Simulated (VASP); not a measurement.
Here is a VASP 6.6.1 calculation.

The input INCAR:

```
SYSTEM = LiCl
ALGO     = Normal         ! electronic algorithm
EDIFF    = 1E-6           ! SCF threshold, eV
ENCUT    = 520            ! plane-wave cutoff, eV
GGA      = PE             ! functional
ISIF     = 2              ! what is computed and relaxed
ISMEAR   = 0              ! smearing method
LASPH    = .TRUE.         ! aspherical terms in the spheres
LCHARG   = .FALSE.        ! write CHGCAR
LREAL    = .FALSE.        ! projectors in reciprocal space
LWAVE    = .FALSE.        ! write WAVECAR
NBANDS   = 30             ! bands
NELM     = 100            ! most SCF steps
PREC     = Accurate       ! precision mode
SIGMA    = 0.02           ! smearing width, eV
```

KPOINTS

```
k-points
0
G
  4 4 6
  0 0 0
```

File POSCAR:

```
LiCl
1.0
    6.4702217632      0.0000000000      0.0000000000
    0.0000000000      6.4702217632      0.0000000000
    0.0000000000      0.0000000000      3.9257495071
Li Cl
4 4
Direct
    0.6711192254      0.6711192254      0.0000000000
    0.8288807746      0.1711192254      0.5000000000
    0.3288807746      0.3288807746      0.0000000000
    0.1711192254      0.8288807746      0.5000000000
    0.8066655300      0.8066655300      0.5000000000
    0.6933344700      0.3066655300      0.0000000000
    0.1933344700      0.1933344700      0.5000000000
    0.3066655300      0.6933344700      0.0000000000
```

Potentials or basis: VASP PAW PBE potentials, release 64 (Li_sv, Cl).

Command:

```bash
$ cat potpaw_PBE.64/Li_sv/POTCAR potpaw_PBE.64/Cl/POTCAR > POTCAR
$ mpirun -np 1 vasp_std > vasp.out
```

(1) What does it give for the band gap on the k mesh?

## Answers

(1) 6.08 eV, direct.
